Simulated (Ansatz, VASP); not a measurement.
# Lu: VASP beside Ansatz

```
CELL_PARAMETERS angstrom
-1.77195 1.77195 1.77195
1.77195 -1.77195 1.77195
1.77195 1.77195 -1.77195
ATOMIC_POSITIONS crystal
Lu 0.00000 0.00000 0.00000
```

Change from the starting cell: volume scaled by 0.75, PAW files.

Alike in both runs: task single point; functional PBE; k mesh 14 × 14 × 14; occupations fermi-dirac, width 0.1 eV; no spin polarisation.

|  | VASP | Ansatz |
| --- | --- | --- |
| version | VASP 6.6.1 | Ansatz 0.2.0 |
| potentials or method | VASP PAW PBE potentials, release 64 (Lu) | PAW with Ansatz's default frozen-core files, scalar-relativistic |
| plane-wave cutoff (eV) | 520 | 420 |
| valence electrons in the cell | 25 | 25 |

|  | VASP | Ansatz | Ansatz less VASP |
| --- | --- | --- | --- |
| pressure (GPa) | 20.0 | 19.3 | -0.72 |

Neither program's run includes spin-orbit coupling.
